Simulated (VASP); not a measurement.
Set up this calculation in VASP 6.6.1, as the native input.

```
Task                   : single point
Functional             : PBE
Potentials or basis    : VASP PAW PBE potentials, release 64 (Ga_d, N)
Cutoff                 : 520 eV
k mesh                 : 10 × 10 × 10
Occupations            : gaussian, width 0.05 eV
Spin                   : no spin polarisation
Dipole correction      : no
Further INCAR settings : ALGO = Normal; EDIFF = 1e-07; NBANDS = 16
```

The structure of GaN lies in POSCAR:

```
GaN
1.0
    0.0000000000      2.2535006075      2.2535006075
    2.2535006075      0.0000000000      2.2535006075
    2.2535006075      2.2535006075      0.0000000000
Ga N
1 1
Direct
   -0.0288226704     -0.0288226704     -0.0288226704
    0.7500000000      0.7500000000      0.7500000000
```

This cell differs from its parent crystal: all Ga atoms moved +0.225 Å, as atom 1 towards its neighbour atom 2 (N) at 1.952 Å.

One way to write it, as run:

INCAR

```
SYSTEM = GaN
  ALGO = Normal
  EDIFF = 1E-7
  ENCUT = 520
  GGA = PE
  ISIF = 2
  ISMEAR = 0
  LASPH = .TRUE.
  LCHARG = .TRUE.
  LELF = .TRUE.
  LREAL = .FALSE.
  LVHAR = .TRUE.
  LWAVE = .FALSE.
  NBANDS = 16
  NELM = 80
  PREC = Accurate
  SIGMA = 0.05
```

KPOINTS

```
k-points
0
G
  10 10 10
  0 0 0
```

Potentials or basis: VASP PAW PBE potentials, release 64 (Ga_d, N).

Command:

```sh
$ cat potpaw_PBE.64/Ga_d/POTCAR potpaw_PBE.64/N/POTCAR > POTCAR
$ mpirun -np 1 vasp_std > vasp.out
```

Results of the run:

```
Pressure               : 12.2 GPa
Largest force          : 4.797 eV/Å
Band gap on the k mesh : 1.51 eV, direct
```

Caveat: the cell differs from its parent crystal (all Ga atoms moved +0.225 Å, as atom 1 towards its neighbour atom 2 (N) at 1.952 Å); forces of over 1 eV/Å act on the atoms, so gaps and moduli don't describe the material at rest.

Wall time 32 s on 1 thread of Intel Xeon 6975P-C, on a shared host, peak memory 0.17 GiB.
